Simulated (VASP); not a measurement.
# C (R-3m) in VASP: a series of runs

The runs below take C through relaxation of shape and atoms at fixed volume, relaxation of cell and atoms, with LDA.

All numbers are computed with VASP 6.6.1; they aren't measurements. Logs are shortened: lines on timing, memory, paths and dates and some standing lists are left out, and cuts for length are marked.

### Step 1. The cell of the first run

Symmetry: R-3m, No. 166, trigonal system. The conventional cell has a = 2.429 Å, b = 2.429 Å, c = 9.845 Å, α = 90.00°, β = 90.00°, γ = 120.00°. Within 1.9 Å of C (site symmetry 3m) lie 3 C at 1.40 Å.

### Step 2. Relaxation of shape and atoms at fixed volume, LDA (volume scaled by 0.98)

INCAR reads:

```
SYSTEM = C
  PREC = Accurate
  ENCUT = 600
  EDIFF = 1E-6
  ISMEAR = 0
  SIGMA = 0.01
  LREAL = .FALSE.
  LASPH = .TRUE.
  NELM = 100
  ALGO = Normal
  ISIF = 4
  LWAVE = .FALSE.
  LCHARG = .FALSE.
  GGA = CA
  IBRION = 2
  NSW = 80
  EDIFFG = -0.001
```

KPOINTS reads:

```
Automatic mesh
0
G
  12 12 12
  0 0 0
```

POSCAR reads:

```
C
1.0
    1.2142995679      0.7010761824      3.2817780222
   -1.2142995679      0.7010761824      3.2817780222
    0.0000000000     -1.4021523648      3.2817780222
C
2
Direct
    0.1665713917      0.1665713917      0.1665713917
    0.8334286083      0.8334286083      0.8334286083
```

Potentials or basis: VASP PAW LDA potentials, release 64 (C).

Started as:

```
$ cat potpaw_LDA.64/C/POTCAR > POTCAR
$ mpirun -np 1 vasp_std > vasp.out
```

OUTCAR:

```text
SYSTEM = C
   PREC = Accurate
   ENCUT = 600
   EDIFF = 1E-6
   ISMEAR = 0
   LREAL = .FALSE.
   LASPH = .TRUE.
   NELM = 100
   ISIF = 4
   GGA = CA
   IBRION = 2
   NSW = 80
   EDIFFG = -0.001

 ion  position               nearest neighbor table
   1  0.167  0.167  0.167-   2 1.40   2 1.40   2 1.40
   2  0.833  0.833  0.833-   1 1.40   1 1.40   1 1.40

  LATTYP: Found a trigonal (rhomboedric) cell.
 ALAT       =     3.5687670478
 COS(alpha) =     0.7684497383

  Lattice vectors:

 A1 = (   1.2142995679,   0.7010761824,   3.2817780222)
 A2 = (  -1.2142995679,   0.7010761824,   3.2817780222)
 A3 = (   0.0000000000,  -1.4021523648,   3.2817780222)

Analysis of symmetry for initial positions (statically):
=====================================================================
 Subroutine PRICEL returns:
 Original cell was already a primitive cell.

 Routine SETGRP: Setting up the symmetry group for a
 trigonal (rhombohedral) supercell.

 Subroutine GETGRP returns: Found 12 space group operations
 (whereof 12 operations were pure point group operations)
 out of a pool of 12 trial point group operations.

The static configuration has the point symmetry D_3d.

Analysis of symmetry for dynamics (positions and initial velocities):
=====================================================================
 Subroutine PRICEL returns:
 Original cell was already a primitive cell.

 Routine SETGRP: Setting up the symmetry group for a
 trigonal (rhombohedral) supercell.

 Subroutine GETGRP returns: Found 12 space group operations
 (whereof 12 operations were pure point group operations)
 out of a pool of 12 trial point group operations.

The dynamic configuration has the point symmetry D_3d.

 Subroutine INISYM returns: Found 12 space group operations
 (whereof 12 operations are pure point group operations),
 and found     1 'primitive' translations

----------------------------------------------------------------------------------------

                                     Primitive cell

  volume of cell :      16.7630

  direct lattice vectors                    reciprocal lattice vectors
     1.214299568  0.701076182  3.281778022     0.411760008  0.237729752  0.101570957
    -1.214299568  0.701076182  3.281778022    -0.411760008  0.237729752  0.101570957
     0.000000000 -1.402152365  3.281778022     0.000000000 -0.475459503  0.101570957

  length of vectors
     3.568767048  3.568767048  3.568767048     0.486187616  0.486187616  0.486187616

  position of ions in fractional coordinates (direct lattice)
     0.166571392  0.166571392  0.166571392
     0.833428608  0.833428608  0.833428608

  ion indices of the primitive-cell ions
   primitive index   ion index
                 1           1
                 2           2

----------------------------------------------------------------------------------------

 KPOINTS: Automatic mesh

Automatic generation of k-mesh.
 Grid dimensions read from file:
 generate k-points for:   12   12   12

 Generating k-lattice:

  Cartesian coordinates                     Fractional coordinates (reciprocal lattice)
     0.034313334  0.019810813  0.008464246     0.083333333 -0.000000000  0.000000000
    -0.034313334  0.019810813  0.008464246    -0.000000000  0.083333333  0.000000000
     0.000000000 -0.039621625  0.008464246     0.000000000  0.000000000  0.083333333

  Length of vectors
     0.040515635  0.040515635  0.040515635

  Shift w.r.t. Gamma in fractional coordinates (k-lattice)
     0.000000000  0.000000000  0.000000000

 Subroutine IBZKPT returns following result:
 ===========================================

 Found    189 irreducible k-points:

 Following reciprocal coordinates:
            Coordinates               Weight
  0.000000  0.000000  0.000000      1.000000
  0.083333  0.000000  0.000000      6.000000
  0.166667  0.000000  0.000000      6.000000
  0.250000  0.000000 -0.000000      6.000000
  0.333333  0.000000  0.000000      6.000000
  0.416667 -0.000000 -0.000000      6.000000
[... 16 lines left out ...]
  0.500000  0.166667  0.000000     12.000000
 -0.416667  0.166667  0.000000     12.000000
 [... further k-points ...]
   k-points           NKPTS =    189   k-points in BZ     NKDIM =    189   number of bands    NBANDS=      8
   number of dos      NEDOS =    301   number of ions     NIONS =      2
   total plane-waves  NPLWV =  27000
   dimension x,y,z NGX =    30 NGY =   30 NGZ =   30
   dimension x,y,z NGXF=    60 NGYF=   60 NGZF=   60
   ions per type =               2
   NGX,Y,Z   is equivalent  to a cutoff of  13.98, 13.98, 13.98 a.u.
   NGXF,Y,Z  is equivalent  to a cutoff of  27.95, 27.95, 27.95 a.u.
 SYSTEM =  C
   PREC   = accura    normal or accurate (medium, high low for compatibility)
   ISTART =      0    job   : 0-new  1-cont  2-samecut
   ICHARG =      2    charge: 1-file 2-atom 10-const
   ISPIN  =      1    spin polarized calculation?
   LNONCOLLINEAR =      F non collinear calculations
   LSORBIT =      F    spin-orbit coupling
   LASPH  =      T    aspherical Exc in radial PAW
   ENCUT  =  600.0 eV  44.10 Ry    6.64 a.u.   7.13  7.13  7.13*2*pi/ulx,y,z
   NELM   =    100;   NELMIN=  2; NELMDL= -5     # of ELM steps
   EDIFF  = 0.1E-05   stopping-criterion for ELM
   LREAL  =      F    real-space projection
   EDIFFG = -.1E-02   stopping-criterion for IOM
   NSW    =     80    number of steps for IOM
   IBRION =      2    ionic relax: 0-MD 1-quasi-New 2-CG
   NFREE  =      1    steps in history (QN), initial steepest desc. (CG)
   ISIF   =      4    stress and relaxation
   ISYM   =      2    0-nonsym 1-usesym 2-fastsym
   POTIM  = 0.5000    time-step for ionic-motion
   TEBEG  =    0.0;   TEEND  =   0.0 temperature during run
   PSTRESS=    0.0 pullay stress
   NELECT =       8.0000    total number of electrons
   NUPDOWN=      -1.0000    fix difference up-down
   EMIN   =  10.00;   EMAX   =-10.00  energy-range for DOS
   EFERMI =   0.00;   METHOD = LEGACY
   ISMEAR =     0;   SIGMA  =   0.01  broadening in eV -4-tet -1-fermi 0-gaus
   EFERMI_NEDOS =   21; number of points for ismear=-14 and -15
   IALGO  =     38    algorithm
   IMIX   =      4    mixing-type and parameters
     AMIX     =   0.40;   BMIX     =  1.00
     AMIX_MAG =   1.60;   BMIX_MAG =  1.00
  volume/ion in A,a.u.               =       8.38        56.56
  Fermi-wavevector in a.u.,A,eV,Ry     =   1.279345  2.417611 22.268975  1.636723
  Thomas-Fermi vector in A             =   2.411836
   LORBIT       =      0    0 simple, 1 ext, 2 COOP (PROOUT), +10 PAW based schemes
   GGA     = CA    functional components
   LHFCALC =     F    Hartree Fock is set to
   AEXX    =    0.0000 exact exchange contribution
   IVDW    =     0    specifies the selected vdW correction
   LEPSILON=     F    determine dielectric tensor
   LRPA    =     F    only Hartree local field effects (RPA)
 conjugate gradient relaxation of ions
 non-spin polarized calculation
 Gauss-broadening in eV      SIGMA  =   0.01
  energy-cutoff  :      600.00
  volume of cell :       16.76
 maximum number of plane-waves:       574
 NGX is ok and might be reduce to    30
   NGX = 15   NGY = 15   NGZ = 15

--------------------------------------- Ionic step        1  -------------------------------------------

 number of electron       8.0000000 magnetization

 Free energy of the ion-electron system (eV)
  ---------------------------------------------------
  ext. energy  EPLUGINS =         0.00000000
  ---------------------------------------------------
  free energy    TOTEN  =       -20.22127384 eV

  energy without entropy =      -20.22127384  energy(sigma->0) =      -20.22127384

------------------------ aborting loop because EDIFF is reached ----------------------------------------

  FORCE on cell =-STRESS in cart. coord.  units (eV):
  Direction    XX          YY          ZZ          XY          YZ          ZX
  --------------------------------------------------------------------------------------
  -------------------------------------------------------------------------------------
  Total        1.0320954      1.0320954     -0.0211595     -0.0000000      0.0000000     -0.0000000
  in kB       98.6458695     98.6458695     -2.0223880     -0.0000000      0.0000000     -0.0000000
  external PRESSURE =      65.0897837 kB  Pullay stress =       0.0000000 kB
[... 201 lines left out ...]
  energy  without entropy=      -20.2285563625  energy(sigma->0) =      -20.22855636

--------------------------------------- Ionic step        7  -------------------------------------------

 number of electron       8.0000000 magnetization

 Free energy of the ion-electron system (eV)
  ---------------------------------------------------
  ext. energy  EPLUGINS =         0.00000000
  ---------------------------------------------------
  free energy    TOTEN  =       -20.22855622 eV

  energy without entropy =      -20.22855622  energy(sigma->0) =      -20.22855622

 E-fermi :   4.6837     XC(G=0): -11.0357

 val. band max:        4.6124882673   @ k =  -0.3333   0.3333   0.0000
 cond. band min:       5.4266888794   @ k =  -0.3333   0.3333   0.0000
 fundamental gap:      0.8142006120
 Fermi energy:         4.6837044885

 k-point     1 :       0.0000    0.0000    0.0000
  band No.  band energies     occupation
      1     -14.6379      2.00000
      2      -1.4467      2.00000
      3       2.0603      2.00000
      4       2.0603      2.00000
      5       9.1676      0.00000
      6      13.5293      0.00000
      7      13.5293      0.00000
      8      16.5436      0.00000
[... 243 lines left out ...]
 k-point    24 :      -0.4167    0.1667    0.0000
  band No.  band energies     occupation
      1      -8.7004      2.00000
      2      -7.8567      2.00000
      3      -3.1615      2.00000
      4       3.5869      2.00000
      5       6.6806      0.00000
      6      15.5463      0.00000
      7      16.2380      0.00000
      8      17.4152      0.00000

 [... further k-points ...]

------------------------ aborting loop because EDIFF is reached ----------------------------------------

  FORCE on cell =-STRESS in cart. coord.  units (eV):
  Direction    XX          YY          ZZ          XY          YZ          ZX
  --------------------------------------------------------------------------------------
  -------------------------------------------------------------------------------------
  Total        0.0366167      0.0366167      0.0370291      0.0000000     -0.0000000      0.0000000
  in kB        3.4997558      3.4997558      3.5391786      0.0000000     -0.0000000      0.0000000
  external PRESSURE =       3.5128968 kB  Pullay stress =       0.0000000 kB
[... 17 lines left out ...]
  FREE ENERGIE OF THE ION-ELECTRON SYSTEM (eV)
  ---------------------------------------------------
  free  energy   TOTEN  =       -20.2285562212 eV

  energy  without entropy=      -20.2285562212  energy(sigma->0) =      -20.22855622

 reached required accuracy - stopping structural energy minimisation
```

It took 61 s on 1 thread of Intel Xeon 6975P-C (Granite Rapids), shared host; peak memory 0.15 GiB.

Results:

```yaml
Free_energy: -20.2286 eV
Energy_gained_by_relaxing: 3.6 meV/atom
Ionic_steps: 7
Pressure_after_relaxing: 0.4 GPa
Band_gap_on_the_k_mesh: 0.81 eV, direct
```

Step by step:
```csv
step,energy change (eV),largest force (eV/Å),pressure (GPa),volume (Å³)
1,0.0000,0.0015,6.51,16.76
2,-0.0069,0.0059,-0.94,16.76
3,-0.0073,0.0049,0.40,16.76
4,-0.0073,0.0050,0.28,16.76
5,-0.0073,0.0031,0.40,16.76
6,-0.0073,0.0015,0.37,16.76
7,-0.0073,0.0002,0.35,16.76
```

Final structure:
```xyz
2
Lattice="1.2228 0.7060 3.2364 -1.2228 0.7060 3.2364 0.0000 -1.4120 3.2364" Properties=species:S:1:pos:R:3 pbc="T T T"
C     0.0000    0.0000    1.6171
C     0.0000    0.0000    8.0921
```

Caveat: the cell differs from its parent crystal (volume scaled by 0.98). A k mesh can miss the band edges.

### Step 3. Relaxation of cell and atoms, LDA

This run uses another cell than the first one, of 8.56 Å³/atom, 1.021 times its volume.

INCAR reads:

```
PREC = Accurate ; ENCUT = 600
EDIFF = 1E-6 ; ISMEAR = 0
SIGMA = 0.01 ; LREAL = F
LASPH = T ; NELM = 60
ALGO = Normal ; ISIF = 3
LWAVE = F ; LCHARG = F
GGA = CA ; IBRION = 2
NSW = 80 ; EDIFFG = -0.001
```

KPOINTS reads:

```
Automatic mesh
0
Gamma
  12 12 12
```

POSCAR reads:

```
C
1.0
    1.2225127314      0.7058180546      3.3059979340
   -1.2225127314      0.7058180546      3.3059979340
    0.0000000000     -1.4116361091      3.3059979340
C
2
Direct
    0.1665711723      0.1665711723      0.1665711723
    0.8334288277      0.8334288277      0.8334288277
```

Potentials or basis: VASP PAW LDA potentials, release 64 (C).

Started as:

```
$ cat potpaw_LDA.64/C/POTCAR > POTCAR
$ mpirun -np 1 vasp_std > vasp.out
```

Wall time 1.9 min (1 thread of Intel Xeon 6975P-C (Granite Rapids), shared host); peak memory 0.15 GiB.

Results (log left out):

| Quantity | Value |
| --- | --- |
| Free energy | -20.2301 eV |
| Relaxed volume | 8.47 Å³/atom |
| Relaxed cell | a = 3.561 Å, b = 3.561 Å, c = 3.561 Å, α = 40.18°, β = 40.18°, γ = 40.18° |
| Space group after relaxing (to 0.05 Å) | R-3m (No. 166) |
| Energy gained by relaxing | 0.1 meV/atom |
| Ionic steps | 15 |
| Pressure after relaxing | 0.0 GPa |
| Band gap on the k mesh | 0.77 eV, direct |

The path:
```tsv
step	energy change (eV)	largest force (eV/Å)	pressure (GPa)	volume (Å³)
1	0.0000	0.0000	0.32	17.12
2	0.0001	0.0006	-1.17	17.16
3	-0.0001	0.0002	-0.22	17.13
4	-0.0001	0.0003	-0.18	17.11
5	-0.0002	0.0005	-0.12	17.06
6	-0.0003	0.0010	-0.18	16.95
7	0.0000	0.0032	1.20	16.88
8	-0.0003	0.0005	-0.01	16.94
9	-0.0003	0.0004	0.00	16.94
10	-0.0003	0.0010	-0.09	16.94
11	-0.0003	0.0040	-0.19	16.94
12	-0.0003	0.0012	-0.07	16.94
13	-0.0003	0.0009	-0.06	16.94
14	-0.0003	0.0008	-0.04	16.94
15	-0.0003	0.0005	0.00	16.94
```

Final structure:
```cif
data_structure
_symmetry_space_group_name_H-M 'P 1'
_symmetry_Int_Tables_number 1
_cell_length_a 3.5607
_cell_length_b 3.5607
_cell_length_c 3.5607
_cell_angle_alpha 40.181
_cell_angle_beta 40.181
_cell_angle_gamma 40.181
_cell_volume 16.94
loop_
_atom_site_label
_atom_site_type_symbol
_atom_site_fract_x
_atom_site_fract_y
_atom_site_fract_z
_atom_site_occupancy
C1 C 0.16656 0.16656 0.16656 1
C2 C 0.83344 0.83344 0.83344 1
```

Levels at points of the mesh, in eV from the valence-band top:
| k point | band 1 | band 2 | band 3 | band 4 | band 5 | band 6 | band 7 | band 8 |
| --- | --- | --- | --- | --- | --- | --- | --- | --- |
| (0.00, 0.00, 0.00) | -19.25 | -6.14 | -2.58 | -2.58 | 4.43 | 8.88 | 8.88 | 11.91 |
| (0.50, 0.00, 0.00) | -13.76 | -12.93 | -6.00 | -1.57 | 2.41 | 8.37 | 12.16 | 12.73 |
| (0.50, 0.50, 0.00) | -13.61 | -12.82 | -6.07 | -2.43 | 1.59 | 7.86 | 13.60 | 15.60 |
| (0.50, 0.50, 0.50) | -18.87 | -8.46 | -2.60 | -2.60 | 8.82 | 8.82 | 11.12 | 12.17 |

(Part 1 of 2 ends here.)
